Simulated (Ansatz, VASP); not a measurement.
## Sn in VASP and in Ansatz

The input INCAR:

```
ALGO = Normal
EDIFF = 1E-6
ENCUT = 520
GGA = CA
ISIF = 2
ISMEAR = -1
LASPH = T
LCHARG = F
LREAL = F
LWAVE = F
NBANDS = 21
NELM = 100
PREC = Accurate
SIGMA = 0.1
```

File KPOINTS:

```
k-points
0
Gamma
  2 2 1
```

File POSCAR:

```
Sn
1.0
   -2.8994216605      2.9008009606      1.5581694818
    2.9008009606     -2.8994216605      1.5581694818
    2.8985835788      2.8985835788     -1.5556411493
Sn
2
Direct
    0.0000164062      0.9999835938      0.0000000000
    0.7499835938      0.2500164062      0.5000000000
```

Input for Ansatz:

```yaml
crystal:
  lattice:
    - [-2.8994216605, 2.9008009606, 1.5581694818]
    - [2.9008009606, -2.8994216605, 1.5581694818]
    - [2.8985835788, 2.8985835788, -1.5556411493]
  atoms:
    - { symbol: Sn, position: [1.64062e-05, 0.9999835938, 0.0] }
    - { symbol: Sn, position: [0.7499835938, 0.2500164062, 0.5] }
hamiltonian:
  xc: lda
  pseudopotentials:
    kind: paw
    azcp:
      Sn: "pseudopotentials/Sn.paw.azcp"
basis:
  ecutwfc: 420
  fft_grid_basis: typed
kpoints:
  mp_grid: { grid: [2, 2, 1], shift: [0, 0, 0] }
magnetization:
  spin_polarized: false
scf:
  occupations: { method: fermi_dirac, width: 0.1 }
  lower_state_search: "off"
output:
  stress: true
```

Alike in both runs: task single point; functional LDA; k mesh 2 × 2 × 1; occupations fermi-dirac, width 0.1 eV; no spin polarisation.

```csv
,VASP,Ansatz
version,VASP 6.6.1,Ansatz 0.2.0
potentials or method,"VASP PAW LDA potentials, release 64 (Sn_d), cutoff 520 eV","plane waves (420 eV) with PAW, scalar-relativistic"
valence electrons in the cell,28,28
```

|  | VASP | Ansatz | Ansatz less VASP |
| --- | --- | --- | --- |
| pressure (GPa) | 8.0 | 7.9 | -0.08 |
| traceless stress, the component that is largest in VASP (GPa) | -6.58 | -6.57 | +0.016 |

Ansatz warns that its potentials were made for another functional, while VASP's fit it. LDA's correlation is that of Perdew and Zunger in VASP and of Perdew and Wang (1992) in Ansatz.

The k mesh is coarse, so the values compare programs but aren't converged.
